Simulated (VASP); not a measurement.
A run of VASP 6.6.1 is set up as follows.

The input INCAR:

```
SYSTEM = ZrC
PREC = Accurate
ENCUT = 520
EDIFF = 1E-6
ISMEAR = -1
SIGMA = 0.05
LREAL = .FALSE.
LASPH = .TRUE.
NELM = 60
ALGO = Normal
ISIF = 2
LWAVE = .FALSE.
LCHARG = .TRUE.
GGA = PE
LELF = .TRUE.
LVHAR = .TRUE.
NBANDS = 15
```

Contents of KPOINTS:

```
Automatic mesh
0
G
  10 10 10
  0 0 0
```

Contents of POSCAR:

```
ZrC
1.0
    0.0000000000      2.3650000000      2.3650000000
    2.3650000000      0.0000000000      2.3650000000
    2.3650000000      2.3650000000      0.0000000000
Zr C
1 1
Direct
    0.5000000000      0.5000000000      0.5000000000
    0.0000000000      0.0000000000      0.0000000000
```

Potentials or basis: VASP PAW PBE potentials, release 64 (Zr_sv, C).

Launch:

```bash
$ cat potpaw_PBE.64/Zr_sv/POTCAR potpaw_PBE.64/C/POTCAR > POTCAR
$ mpirun -np 1 vasp_std > vasp.out
```

(1) Estimate the band gap on the k mesh.

(2) Estimate the pressure.

Results:

(1) zero (band 8 reaches 10.33 eV, above the bottom of band 9 at 9.07 eV).

(2) -2.7 GPa.
